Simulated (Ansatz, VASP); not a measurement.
**Two plane-wave programs on Cu**

Contents of INCAR:

```
SYSTEM = Cu
PREC = Accurate
ENCUT = 600
EDIFF = 1E-6
ISMEAR = -1
SIGMA = 0.05
LREAL = .False.
LASPH = .True.
NELM = 120
ALGO = Normal
ISIF = 2
LWAVE = .False.
LCHARG = .False.
NBANDS = 12
GGA_COMPAT = .False.
```

File KPOINTS:

```
Automatic mesh
0
Gamma
  13 13 13
  0 0 0
```

Contents of POSCAR:

```
Cu
1.0
    0.0000000000      1.8075000000      1.8075000000
    1.8075000000      0.0000000000      1.8075000000
    1.8075000000      1.8075000000      0.0000000000
Cu
1
Direct
    0.0000000000      0.0000000000      0.0000000000
```

File input.yaml:

```yaml
crystal:
  lattice:
    - [0.0, 1.8075, 1.8075]
    - [1.8075, 0.0, 1.8075]
    - [1.8075, 1.8075, 0.0]
  atoms:
    - { symbol: Cu, position: [0.0, 0.0, 0.0] }
hamiltonian:
  xc: lda
  pseudopotentials: { kind: paw }
kpoints:
  mp_grid: { grid: [13, 13, 13] }
  band_path:
    path:
      - [[0.0, 0.0, 0.0], [0.5, 0.0, 0.5], [0.5, 0.25, 0.75], [0.375, 0.375, 0.75], [0.0, 0.0, 0.0], [0.5, 0.5, 0.5], [0.625, 0.25, 0.625], [0.5, 0.25, 0.75], [0.5, 0.5, 0.5], [0.375, 0.375, 0.75]]
      - [[0.625, 0.25, 0.625], [0.5, 0.0, 0.5]]
    npoints: 14
scf:
  occupations: { method: fermi_dirac, width: 0.05 }
  n_extra_bands: 6
output:
  forces: true
  stress: true
  eigenvalues: true
  fatbands: true
  write_density: true
  write_potential: true
  elf: true
  volumetric_format: npy
```

Alike in both runs: functional LDA; k mesh 13 × 13 × 13; occupations fermi-dirac, width 0.05 eV; no spin polarisation.

```csv
,VASP,Ansatz
version,VASP 6.6.1,Ansatz 0.2.0
potentials or method,"VASP PAW LDA potentials, release 64 (Cu)",Ansatz PAW
plane-wave cutoff (eV),600,420
valence electrons in the cell,11,19
task,single point,band structure
```

|  | VASP | Ansatz | Ansatz less VASP |
| --- | --- | --- | --- |
| gap on the k mesh at the Fermi level (eV) | none | none | - |
| pressure (GPa) | -11.8 | -12.7 | -0.85 |

LDA's correlation is that of Perdew and Zunger in VASP and of Perdew and Wang (1992) in Ansatz. A gap of «none» marks a metal or a gap that the smearing closes. VASP's potentials hold 11 valence electrons a cell and Ansatz's 19, so a difference there can come from the potentials and not from the codes.
